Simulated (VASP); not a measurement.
A run of VASP 6.6.1 is set up as follows.

The input INCAR:

```
SYSTEM = ZnC
PREC     = Accurate       ! precision mode
ENCUT    = 520            ! plane-wave cutoff, eV
EDIFF    = 1E-6           ! SCF threshold, eV
ISMEAR   = 0              ! smearing method
SIGMA    = 0.1            ! smearing width, eV
LREAL    = .FALSE.        ! projectors in reciprocal space
LASPH    = .TRUE.         ! aspherical terms in the spheres
NELM     = 100            ! most SCF steps
ALGO     = Normal         ! electronic algorithm
ISIF     = 2              ! what is computed and relaxed
LWAVE    = .FALSE.        ! write WAVECAR
LCHARG   = .FALSE.        ! write CHGCAR
GGA      = PE             ! functional
NBANDS   = 15             ! bands
```

Contents of KPOINTS:

```
Automatic mesh
0
G
  6 6 6
  0 0 0
```

Contents of POSCAR:

```
ZnC
1.0
    2.8115208271      0.0000000000      0.0000000000
    0.0000000000      2.8115208271      0.0000000000
    0.0000000000      0.0000000000      2.8115208271
Zn C
1 1
Direct
    0.0000000000      0.0000000000      0.0000000000
    0.5000000000      0.5000000000      0.5000000000
```

Potentials or basis: VASP PAW PBE potentials, release 64 (Zn, C).

The run is started by

```sh
$ cat potpaw_PBE.64/Zn/POTCAR potpaw_PBE.64/C/POTCAR > POTCAR
$ mpirun -np 1 vasp_std > vasp.out
```

(1) Estimate the pressure.

(2) What does it give for the band gap on the k mesh?

## Answers

(1) -6.4 GPa.

(2) zero (band 8 reaches 6.23 eV, above the bottom of band 9 at 2.73 eV).

Caveat: the k points lie up to 0.37 Å⁻¹ apart.
